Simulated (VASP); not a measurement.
Write the native input for VASP 6.6.1 that does the following.

```yaml
Task: single point
Functional: PBEsol
Potentials_or_basis: VASP PAW PBE potentials, release 64 (Pt)
Cutoff: 520 eV
k_mesh: 19 × 19 × 19
Occupations: fermi-dirac, width 0.05 eV
Spin: no spin polarisation
Dipole_correction: no
Further_INCAR_settings: ALGO = Normal; EDIFF = 1e-06; NBANDS = 11
```

The structure of Pt lies in POSCAR:

```
Pt
1.0
    0.0000000000      1.9590699233      1.9590699233
    1.9590699233      0.0000000000      1.9590699233
    1.9590699233      1.9590699233      0.0000000000
Pt
1
Direct
    0.0000000000      0.0000000000      0.0000000000
```

These files were run (other wordings do the same):

INCAR

```
PREC = Accurate ; ENCUT = 520
EDIFF = 1E-6 ; ISMEAR = -1
SIGMA = 0.05 ; LREAL = False
LASPH = True ; NELM = 100
ALGO = Normal ; ISIF = 2
LWAVE = False ; LCHARG = False
GGA = PS ; NBANDS = 11
```

KPOINTS

```
regular mesh
0
Gamma
  19 19 19
```

Potentials or basis: VASP PAW PBE potentials, release 64 (Pt).

Command:

```console
$ cat potpaw_PBE.64/Pt/POTCAR > POTCAR
$ mpirun -np 1 vasp_std > vasp.out
```

It gave:

```
Pressure               : -0.4 GPa
Band gap on the k mesh : zero (band 5 reaches 11.61 eV, above the bottom of band 6 at 9.41 eV)
```

Caveat: the PAW data sets were made with another functional, which shifts forces and pressure a little; spin-orbit coupling is left out, which moves the levels of the heavy elements.

It took 20 s on 1 thread of Intel Xeon 6975P-C (shared host), peak memory 0.17 GiB.
